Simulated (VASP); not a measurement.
A run of VASP 6.6.1 is set up as follows.

INCAR

```
ALGO = Normal ; EDIFF = 1E-6
ENCUT = 520 ; GGA = PE
ISIF = 2 ; ISMEAR = 0
LASPH = T ; LCHARG = F
LREAL = F ; LWAVE = F
NBANDS = 18 ; NELM = 100
PREC = Accurate ; SIGMA = 0.15
```

KPOINTS

```
k-points
0
Gamma
  12 12 12
```

POSCAR

```
BiTe
1.0
    2.4590483894      1.4197322496      3.2675325752
   -2.4590483894      1.4197322496      3.2675325752
    0.0000000000     -2.8394644991      3.2675325752
Bi Te
1 1
Direct
    0.5000000000      0.5000000000      0.5000000000
    0.0000000000      0.0000000000      0.0000000000
```

Potentials or basis: VASP PAW PBE potentials, release 64 (Bi_d, Te).

Launch:

```console
$ cat potpaw_PBE.64/Bi_d/POTCAR potpaw_PBE.64/Te/POTCAR > POTCAR
$ mpirun -np 1 vasp_std > vasp.out
```

(1) What does it give for the pressure?

Results:

(1) -1.1 GPa.

Caveat: the cell differs from its parent crystal (strain +0.015 along x and y, -0.015 along z).
